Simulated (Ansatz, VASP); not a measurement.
MgO in VASP and in Ansatz

```
Mg O
1.0
     3.53867    0.00000    0.00000
    -1.76934    3.06458    0.00000
     0.00000    0.00000    4.05270
Mg O
2 2
Direct
  0.66667 0.33333 0.75000
  0.33333 0.66667 0.25000
  0.66667 0.33333 0.25000
  0.33333 0.66667 0.75000
```

Change from the starting cell: strain +0.015 along x and y, -0.030 along z, atoms carried along.

Alike in both runs: task single point; functional PBE; k mesh 6 × 6 × 6; occupations gaussian, width 0.05 eV; no spin polarisation.

|  | VASP | Ansatz |
| --- | --- | --- |
| version | VASP 6.6.1 | Ansatz 0.2.0 |
| potentials or method | VASP PAW PBE potentials, release 64 (Mg, O), cutoff 520 eV | scalar-relativistic, plane waves, PAW |
| valence electrons in the cell | 16 | 32 |

|  | VASP | Ansatz | Ansatz less VASP |
| --- | --- | --- | --- |
| gap on the k mesh at the Fermi level (eV) | 3.50 | 3.51 | +0.017 |
| least direct gap on the mesh (eV) | 3.50 | 3.51 | +0.017 |
| pressure (GPa) | 5.0 | 5.6 | +0.57 |
| traceless stress, the component that is largest in VASP (GPa) | 6.96 | 7.01 | +0.045 |

With one functional, cell and mesh, what is left measures potentials, basis and numerics. VASP's potentials hold 16 valence electrons a cell and Ansatz's 32, so a difference there can come from the potentials and not from the codes.
